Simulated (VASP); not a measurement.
Input of a VASP 6.6.1 run:

The input INCAR:

```
ALGO = Fast ; EDIFF = 1E-6
EDIFFG = -0.008 ; ENCUT = 600
GGA = PS ; IBRION = 2
ISIF = 3 ; ISMEAR = 0
LASPH = T ; LCHARG = F
LREAL = F ; LWAVE = F
NELM = 80 ; NSW = 70
PREC = Accurate ; PSTRESS = 100.0
SIGMA = 0.1
```

The input KPOINTS:

```
k-points
0
Gamma
  18 18 8
```

POSCAR

```
Ta2C
1.0
    3.0595508682      0.0000000000      0.0000000000
   -1.5297754341      2.6496487760      0.0000000000
    0.0000000000      0.0000000000      4.8651268770
Ta C
2 1
Direct
    0.3333333333      0.6666666667      0.2538949289
    0.6666666667      0.3333333333      0.7461050711
    0.0000000000      0.0000000000      0.0000000000
```

Potentials or basis: VASP PAW PBE potentials, release 64 (Ta_pv, C).

Command:

```sh
$ cat potpaw_PBE.64/Ta_pv/POTCAR potpaw_PBE.64/C/POTCAR > POTCAR
$ mpirun -np 1 vasp_std > vasp.out
```

Problem. Estimate the relaxed cell.

Solution. a = 3.061 Å, b = 3.061 Å, c = 4.869 Å, α = 90.00°, β = 90.00°, γ = 120.00°.

Problem. Estimate the relaxed volume.

Solution. 13.17 Å³/atom.

The path:
| step | energy change (eV) | largest force (eV/Å) | pressure (GPa) | volume (Å³) |
| --- | --- | --- | --- | --- |
| 1 | 0.0000 | 0.2033 | 11.04 | 39.44 |
| 2 | -0.0259 | 0.2336 | 6.31 | 39.93 |
| 3 | -0.0102 | 0.0664 | 9.56 | 39.59 |
| 4 | -0.0031 | 0.0430 | 10.29 | 39.47 |
| 5 | -0.0060 | 0.0010 | 10.02 | 39.51 |

Caveat: the cell is relaxed towards a set pressure, so the run minimises the enthalpy, not the energy; the PAW data sets were made with another functional, which shifts forces and pressure a little.
